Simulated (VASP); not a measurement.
# Os (P6/mmm) in VASP: further runs

Runs on Os. Level: PBE. Tasks: relaxation of cell and atoms, single point.

Program: VASP 6.6.1. These are calculated values, not measurements. Logs are shortened: lines on timing, memory, paths and dates and some standing lists are left out, and cuts for length are marked.

## (1) The cell of the first run

Symmetry: P6/mmm, No. 191, hexagonal system. The conventional cell has a = 4.527 Å, b = 4.527 Å, c = 2.775 Å, α = 90.00°, β = 90.00°, γ = 120.00°. Within 3.7 Å of Os (site symmetry 6/mmm) lie 14 Os at 2.78 to 2.96 Å. Os (site symmetry -6m2) has 11 Os at 2.61 to 2.96 Å within 3.4 Å.

This isn't the form of Os at room conditions, which is hcp.

## (2) Relaxation of cell and atoms, PBE

File INCAR:

```
SYSTEM = Os
  PREC = Accurate
  ENCUT = 600
  EDIFF = 1E-6
  ISMEAR = 0
  SIGMA = 0.1
  LREAL = .FALSE.
  LASPH = .TRUE.
  NELM = 60
  ALGO = Fast
  ISIF = 3
  LWAVE = .FALSE.
  LCHARG = .FALSE.
  GGA = PE
  IBRION = 2
  NSW = 90
  EDIFFG = -0.04
```

File KPOINTS:

```
regular mesh
0
G
  6 6 6
  0 0 0
```

File POSCAR:

```
Os
1.0
    4.5266420120      0.0000000000      0.0000000000
   -2.2633210060      3.9201869762      0.0000000000
    0.0000000000      0.0000000000      2.7750283639
Os
3
Direct
    0.0000000000      0.0000000000      0.0000000000
    0.3333333333      0.6666666667      0.5000000000
    0.6666666667      0.3333333333      0.5000000000
```

Potentials or basis: VASP PAW PBE potentials, release 64 (Os).

Run with:

```bash
$ cat potpaw_PBE.64/Os/POTCAR > POTCAR
$ mpirun -np 1 vasp_std > vasp.out
```

OUTCAR:

```text
SYSTEM = Os
   PREC = Accurate
   ENCUT = 600
   EDIFF = 1E-6
   ISMEAR = 0
   LREAL = .FALSE.
   LASPH = .TRUE.
   NELM = 60
   ISIF = 3
   GGA = PE
   IBRION = 2
   NSW = 90
   EDIFFG = -0.04

 ion  position               nearest neighbor table
   1  0.000  0.000  0.000-   2 2.96   3 2.96   2 2.96   3 2.96   2 2.96   2 2.96   3 2.96   3 2.96
                             3 2.96   3 2.96   2 2.96   2 2.96
   2  0.333  0.667  0.500-   3 2.61   3 2.61   3 2.61   1 2.96   1 2.96   1 2.96   1 2.96   1 2.96
                             1 2.96
   3  0.667  0.333  0.500-   2 2.61   2 2.61   2 2.61   1 2.96   1 2.96   1 2.96   1 2.96   1 2.96
                             1 2.96

  LATTYP: Found a hexagonal cell.
 ALAT       =     4.5266420120
 C/A-ratio  =     0.6130434783

  Lattice vectors:

 A1 = (   4.5266420120,   0.0000000000,   0.0000000000)
 A2 = (  -2.2633210060,   3.9201869762,   0.0000000000)
 A3 = (   0.0000000000,   0.0000000000,   2.7750283639)

Analysis of symmetry for initial positions (statically):
=====================================================================
 Subroutine PRICEL returns:
 Original cell was already a primitive cell.

 Routine SETGRP: Setting up the symmetry group for a
 hexagonal supercell.

 Subroutine GETGRP returns: Found 24 space group operations
 (whereof 24 operations were pure point group operations)
 out of a pool of 24 trial point group operations.

The static configuration has the point symmetry D_6h.

Analysis of symmetry for dynamics (positions and initial velocities):
=====================================================================
 Subroutine PRICEL returns:
 Original cell was already a primitive cell.

 Routine SETGRP: Setting up the symmetry group for a
 hexagonal supercell.

 Subroutine GETGRP returns: Found 24 space group operations
 (whereof 24 operations were pure point group operations)
 out of a pool of 24 trial point group operations.

The dynamic configuration has the point symmetry D_6h.

 Subroutine INISYM returns: Found 24 space group operations
 (whereof 24 operations are pure point group operations),
 and found     1 'primitive' translations

----------------------------------------------------------------------------------------

                                     Primitive cell

  volume of cell :      49.2437

  direct lattice vectors                    reciprocal lattice vectors
     4.526642012  0.000000000  0.000000000     0.220914311  0.127544937  0.000000000
    -2.263321006  3.920186976  0.000000000     0.000000000  0.255089874  0.000000000
     0.000000000  0.000000000  2.775028364     0.000000000  0.000000000  0.360356677

  length of vectors
     4.526642012  4.526642012  2.775028364     0.255089874  0.255089874  0.360356677

  position of ions in fractional coordinates (direct lattice)
     0.000000000  0.000000000  0.000000000
     0.333333333  0.666666667  0.500000000
     0.666666667  0.333333333  0.500000000

  ion indices of the primitive-cell ions
   primitive index   ion index
                 1           1
                 2           2
                 3           3

----------------------------------------------------------------------------------------

 KPOINTS: regular mesh

Automatic generation of k-mesh.
 Grid dimensions read from file:
 generate k-points for:    6    6    6

 Generating k-lattice:

  Cartesian coordinates                     Fractional coordinates (reciprocal lattice)
     0.036819052  0.021257489  0.000000000     0.166666667  0.000000000  0.000000000
     0.000000000  0.042514979  0.000000000     0.000000000  0.166666667  0.000000000
     0.000000000  0.000000000  0.060059446     0.000000000  0.000000000  0.166666667

  Length of vectors
     0.042514979  0.042514979  0.060059446

  Shift w.r.t. Gamma in fractional coordinates (k-lattice)
     0.000000000  0.000000000  0.000000000

 Subroutine IBZKPT returns following result:
 ===========================================

 Found     28 irreducible k-points:

 Following reciprocal coordinates:
            Coordinates               Weight
  0.000000  0.000000  0.000000      1.000000
  0.166667  0.000000  0.000000      6.000000
  0.333333  0.000000  0.000000      6.000000
  0.500000  0.000000  0.000000      3.000000
  0.166667  0.166667  0.000000      6.000000
  0.333333  0.166667  0.000000     12.000000
[... 16 lines left out ...]
  0.166667  0.000000  0.500000      6.000000
  0.333333  0.000000  0.500000      6.000000
 [... further k-points ...]
   k-points           NKPTS =     28   k-points in BZ     NKDIM =     28   number of bands    NBANDS=     16
   number of dos      NEDOS =    301   number of ions     NIONS =      3
   total plane-waves  NPLWV =  31104
   dimension x,y,z NGX =    36 NGY =   36 NGZ =   24
   dimension x,y,z NGXF=    72 NGYF=   72 NGZF=   48
   ions per type =               3
   NGX,Y,Z   is equivalent  to a cutoff of  13.22, 13.22, 14.38 a.u.
   NGXF,Y,Z  is equivalent  to a cutoff of  26.44, 26.44, 28.76 a.u.
 SYSTEM =  Os
   PREC   = accura    normal or accurate (medium, high low for compatibility)
   ISTART =      0    job   : 0-new  1-cont  2-samecut
   ICHARG =      2    charge: 1-file 2-atom 10-const
   ISPIN  =      1    spin polarized calculation?
   LNONCOLLINEAR =      F non collinear calculations
   LSORBIT =      F    spin-orbit coupling
   LASPH  =      T    aspherical Exc in radial PAW
   ENCUT  =  600.0 eV  44.10 Ry    6.64 a.u.   9.04  9.04  5.54*2*pi/ulx,y,z
   NELM   =     60;   NELMIN=  2; NELMDL= -5     # of ELM steps
   EDIFF  = 0.1E-05   stopping-criterion for ELM
   LREAL  =      F    real-space projection
   EDIFFG = -.4E-01   stopping-criterion for IOM
   NSW    =     90    number of steps for IOM
   IBRION =      2    ionic relax: 0-MD 1-quasi-New 2-CG
   NFREE  =      1    steps in history (QN), initial steepest desc. (CG)
   ISIF   =      3    stress and relaxation
   ISYM   =      2    0-nonsym 1-usesym 2-fastsym
   POTIM  = 0.5000    time-step for ionic-motion
   TEBEG  =    0.0;   TEEND  =   0.0 temperature during run
   PSTRESS=    0.0 pullay stress
   NELECT =      24.0000    total number of electrons
   NUPDOWN=      -1.0000    fix difference up-down
   EMIN   =  10.00;   EMAX   =-10.00  energy-range for DOS
   EFERMI =   0.00;   METHOD = LEGACY
   ISMEAR =     0;   SIGMA  =   0.10  broadening in eV -4-tet -1-fermi 0-gaus
   EFERMI_NEDOS =   21; number of points for ismear=-14 and -15
   IALGO  =     68    algorithm
   IMIX   =      4    mixing-type and parameters
     AMIX     =   0.40;   BMIX     =  1.00
     AMIX_MAG =   1.60;   BMIX_MAG =  1.00
  volume/ion in A,a.u.               =      16.41       110.77
  Fermi-wavevector in a.u.,A,eV,Ry     =   1.288334  2.434598 22.583010  1.659804
  Thomas-Fermi vector in A             =   2.420294
   LORBIT       =      0    0 simple, 1 ext, 2 COOP (PROOUT), +10 PAW based schemes
   GGA     = PE    functional components
   LHFCALC =     F    Hartree Fock is set to
   AEXX    =    0.0000 exact exchange contribution
   IVDW    =     0    specifies the selected vdW correction
   LEPSILON=     F    determine dielectric tensor
   LRPA    =     F    only Hartree local field effects (RPA)
 conjugate gradient relaxation of ions
 non-spin polarized calculation
 RMM-DIIS sequential band-by-band and
 Gauss-broadening in eV      SIGMA  =   0.10
  energy-cutoff  :      600.00
  volume of cell :       49.24
 maximum number of plane-waves:      1662
   NGX = 19   NGY = 19   NGZ = 11

--------------------------------------- Ionic step        1  -------------------------------------------

 number of electron      24.0000000 magnetization

 Free energy of the ion-electron system (eV)
  ---------------------------------------------------
  ext. energy  EPLUGINS =         0.00000000
  ---------------------------------------------------
  free energy    TOTEN  =       -31.98313758 eV

  energy without entropy =      -31.96272749  energy(sigma->0) =      -31.97293253

------------------------ aborting loop because EDIFF is reached ----------------------------------------

  FORCE on cell =-STRESS in cart. coord.  units (eV):
  Direction    XX          YY          ZZ          XY          YZ          ZX
  --------------------------------------------------------------------------------------
  -------------------------------------------------------------------------------------
  Total      -11.4068246    -11.4068246     -6.7385625      0.0000000      0.0000000      0.0000000
  in kB     -371.1290812   -371.1290812   -219.2438830      0.0000000      0.0000000      0.0000000
  external PRESSURE =    -320.5006818 kB  Pullay stress =       0.0000000 kB
[... 22 lines left out ...]
  energy  without entropy=      -31.9627274933  energy(sigma->0) =      -31.97293253

--------------------------------------- Ionic step        2  -------------------------------------------

 number of electron      24.0000000 magnetization

 E-fermi :  16.2774     XC(G=0): -16.1708

 val. band max:       16.2147525492   @ k =   0.1667   0.1667   0.3333
 cond. band min:      16.3167085611   @ k =   0.5000   0.0000   0.3333
 fundamental gap:      0.1019560119
 Fermi energy:        16.2773856680

 k-point     1 :       0.0000    0.0000    0.0000
  band No.  band energies     occupation
      1       1.6983      2.00000
      2       4.1171      2.00000
      3       9.9808      2.00000
      4      10.0176      2.00000
      5      10.0176      2.00000
      6      10.1131      2.00000
[... 8 lines left out ...]
     15      21.0058      0.00000
     16      21.0058      0.00000
[... 420 lines left out ...]
  band No.  band energies     occupation
      1       4.6331      2.00000
      2       5.0788      2.00000
      3       5.2490      2.00000
      4       5.8347      2.00000
      5       8.1997      2.00000
      6       8.7019      2.00000
[... 8 lines left out ...]
     15      20.6808      0.00000
     16      21.2235      0.00000

 [... further k-points ...]

------------------------ aborting loop because EDIFF is reached ----------------------------------------

  FORCE on cell =-STRESS in cart. coord.  units (eV):
  Direction    XX          YY          ZZ          XY          YZ          ZX
  --------------------------------------------------------------------------------------
  -------------------------------------------------------------------------------------
  Total       84.6664199     84.6664199     56.5095799     -0.0000000      0.0000000      0.0000000
  in kB     4633.3806524   4633.3806523   3092.4939835     -0.0000000      0.0000000      0.0000000
  external PRESSURE =    4119.7517627 kB  Pullay stress =       0.0000000 kB
[... 55 lines left out ...]
  FREE ENERGIE OF THE ION-ELECTRON SYSTEM (eV)
  ---------------------------------------------------
  free  energy   TOTEN  =       -32.5737164447 eV

  energy  without entropy=      -32.5527738091  energy(sigma->0) =      -32.56324513

[... ionic steps 4 to 7 ...]

--------------------------------------- Ionic step        8  -------------------------------------------

 number of electron      24.0000001 magnetization

------------------------ aborting loop because EDIFF is reached ----------------------------------------

  FORCE on cell =-STRESS in cart. coord.  units (eV):
  Direction    XX          YY          ZZ          XY          YZ          ZX
  --------------------------------------------------------------------------------------
  -------------------------------------------------------------------------------------
  Total       -0.2119745     -0.2119745     -0.1507511      0.0000000      0.0000000      0.0000000
  in kB       -7.6827222     -7.6827222     -5.4637652      0.0000000      0.0000000      0.0000000
  external PRESSURE =      -6.9430699 kB  Pullay stress =       0.0000000 kB
[... 59 lines left out ...]
  energy  without entropy=      -32.5821682307  energy(sigma->0) =      -32.59314705

--------------------------------------- Ionic step       10  -------------------------------------------

 number of electron      24.0000001 magnetization

 Free energy of the ion-electron system (eV)
  ---------------------------------------------------
  ext. energy  EPLUGINS =         0.00000000
  ---------------------------------------------------
  free energy    TOTEN  =       -32.60560081 eV

  energy without entropy =      -32.58364714  energy(sigma->0) =      -32.59462398

 E-fermi :   8.9325     XC(G=0): -13.7485

 val. band max:        8.9106653673   @ k =   0.3333   0.0000   0.3333
 cond. band min:       8.9406295553   @ k =   0.1667   0.0000   0.1667
 fundamental gap:      0.0299641880
 Fermi energy:         8.9325253537

 k-point     1 :       0.0000    0.0000    0.0000
  band No.  band energies     occupation
      1      -1.7481      2.00000
      2       2.0831      2.00000
      3       4.6887      2.00000
      4       4.8619      2.00000
      5       4.8619      2.00000
      6       4.9091      2.00000
[... 8 lines left out ...]
     15      11.2199      0.00000
     16      11.2199      0.00000
[... 420 lines left out ...]
  band No.  band energies     occupation
      1       1.7991      2.00000
      2       2.2723      2.00000
      3       2.6891      2.00000
      4       3.1074      2.00000
      5       4.1513      2.00000
      6       4.3281      2.00000
[... 8 lines left out ...]
     15      11.7643      0.00000
     16      11.7986      0.00000

 [... further k-points ...]

------------------------ aborting loop because EDIFF is reached ----------------------------------------

  FORCE on cell =-STRESS in cart. coord.  units (eV):
  Direction    XX          YY          ZZ          XY          YZ          ZX
  --------------------------------------------------------------------------------------
  -------------------------------------------------------------------------------------
  Total        0.0109141      0.0109141      0.0141850      0.0000000      0.0000000      0.0000000
  in kB        0.3963015      0.3963015      0.5150714      0.0000000      0.0000000      0.0000000
  external PRESSURE =       0.4358915 kB  Pullay stress =       0.0000000 kB
[... 18 lines left out ...]
  FREE ENERGIE OF THE ION-ELECTRON SYSTEM (eV)
  ---------------------------------------------------
  free  energy   TOTEN  =       -32.6056008113 eV

  energy  without entropy=      -32.5836471415  energy(sigma->0) =      -32.59462398

 reached required accuracy - stopping structural energy minimisation
```

It took 5.3 min on 1 thread of Intel Xeon 8259CL, shared host; peak memory 0.2 GiB.

What came out:

```
Free energy                           : -32.6056 eV
Relaxed volume                        : 14.71 Å³/atom
Relaxed cell                          : a = 4.322 Å, b = 4.322 Å, c = 2.728 Å, α = 90.00°, β = 90.00°, γ = 120.00°
Space group after relaxing (to 0.1 Å) : P6/mmm (No. 191)
Pressure after relaxing               : 0.0 GPa
Band gap on the k mesh                : zero (bands 12 and 13 overlap by 2.81 eV)
```

Final structure:
```
Os
1.0
     4.32195    0.00000    0.00000
    -2.16098    3.74292    0.00000
     0.00000    0.00000    2.72761
Os
3
Cartesian
  0.0000 0.0000 0.0000
  0.0000 2.4953 1.3638
  2.1610 1.2476 1.3638
```

Levels at points of the mesh, in eV from the Fermi level:
| k point | band 10 | band 11 | band 12 | band 13 | band 14 | band 15 |
| --- | --- | --- | --- | --- | --- | --- |
| (0.00, 0.00, 0.00) | -2.33 | -1.57 | -1.57 | -1.51 | -1.51 | 2.29 |
| (0.50, 0.00, 0.00) | -1.30 | -1.27 | 0.08 | 0.32 | 1.14 | 1.15 |
| (0.00, 0.00, 0.50) | -2.25 | 0.99 | 0.99 | 1.88 | 1.88 | 3.22 |
| (0.50, 0.00, 0.50) | -1.64 | -0.83 | 0.49 | 1.39 | 1.60 | 2.40 |

Caveat: the k points lie up to 0.38 Å⁻¹ apart in the final cell, too coarse for converged energies and pressures of a metal; spin-orbit coupling is left out, which moves the levels of the heavy elements.

## (3) Single point, PBE

This run uses another cell than the first one, of 14.68 Å³/atom.

File INCAR:

```
PREC = Accurate ; ENCUT = 520
EDIFF = 1E-7 ; ISMEAR = 0
SIGMA = 0.1 ; LREAL = F
LASPH = T ; NELM = 100
ALGO = Fast ; ISIF = 2
LWAVE = F ; LCHARG = F
GGA = PE ; NBANDS = 19
```

File KPOINTS:

```
regular mesh
0
Gamma
  12 12 16
```

File POSCAR:

```
Os
1.0
    4.3208986956      0.0000000000      0.0000000000
   -2.1604493478      3.7420080376      0.0000000000
    0.0000000000      0.0000000000      2.7237582321
Os
3
Direct
    0.0000000000      0.0000000000      0.0000000000
    0.3333333333      0.6666666667      0.5000000000
    0.6666666667      0.3333333333      0.5000000000
```

Potentials or basis: VASP PAW PBE potentials, release 64 (Os).

Run with:

```bash
$ cat potpaw_PBE.64/Os/POTCAR > POTCAR
$ mpirun -np 1 vasp_std > vasp.out
```

It took 4.1 min on 1 thread of Intel Xeon 8259CL, shared host; peak memory 0.24 GiB.

The run converged. Its results:

```
Free energy            : -32.7157 eV
Pressure               : -0.2 GPa
Band gap on the k mesh : zero (bands 12 and 13 overlap by 2.82 eV)
```

Stress tensor (GPa, compression positive):
```
-0.35  0.00  0.00
 0.00 -0.35  0.00
 0.00  0.00 -0.04
```

Levels at points of the mesh, in eV from the Fermi level:
```csv
k point,band 10,band 11,band 12,band 13,band 14,band 15
"(0.00, 0.00, 0.00)",-2.36,-1.57,-1.57,-1.51,-1.51,2.30
"(0.50, 0.00, 0.00)",-1.30,-1.26,0.06,0.30,1.16,1.16
"(0.00, 0.00, 0.50)",-2.27,0.97,0.97,1.87,1.87,3.24
"(0.50, 0.00, 0.50)",-1.64,-0.84,0.46,1.37,1.62,2.40
```

Caveat: spin-orbit coupling is left out, which moves the levels of the heavy elements.

The gap in the log of VASP goes by the Fermi energy; the results here count the filled bands.